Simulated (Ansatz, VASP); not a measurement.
**HfB2 in VASP and in Ansatz**

```xyz
3
Lattice="3.1400 0.0000 0.0000 -1.5700 2.7193 0.0000 0.0000 0.0000 3.4800" Properties=species:S:1:pos:R:3 pbc="T T T"
Hf    0.0000    0.0000    0.0000
B     1.5700    0.9064    1.7400
B     0.0000    1.8129    1.7400
```

Alike in both runs: task relaxation of cell and atoms; functional PBEsol; k mesh 10 × 10 × 8; occupations fermi-dirac, width 0.05 eV; no spin polarisation.

```csv
,VASP,Ansatz
version,VASP 6.6.1,Ansatz 0.2.0
potentials or method,"VASP PAW PBE potentials, release 64 (Hf_pv, B)",Ansatz PAW
plane-wave cutoff (eV),600,420
valence electrons in the cell,16,32
```

Ansatz gave:

- relaxed volume (Å³/atom): 9.73
- relaxed cell length with the largest relative difference (Å): 3.126

Q: Which values does VASP return?

A: Relaxed volume (Å³/atom): 9.73; relaxed cell length with the largest relative difference (Å): 3.125.

VASP's potentials were made for PBE, not for PBEsol. VASP's potentials hold 16 valence electrons a cell and Ansatz's 32, so a difference there can come from the potentials and not from the codes.

Spin-orbit coupling is off throughout. Noted on Ansatz's run: the plane-wave basis is chosen anew once the cell has moved, so the energies of steps on either side of that aren't comparable.
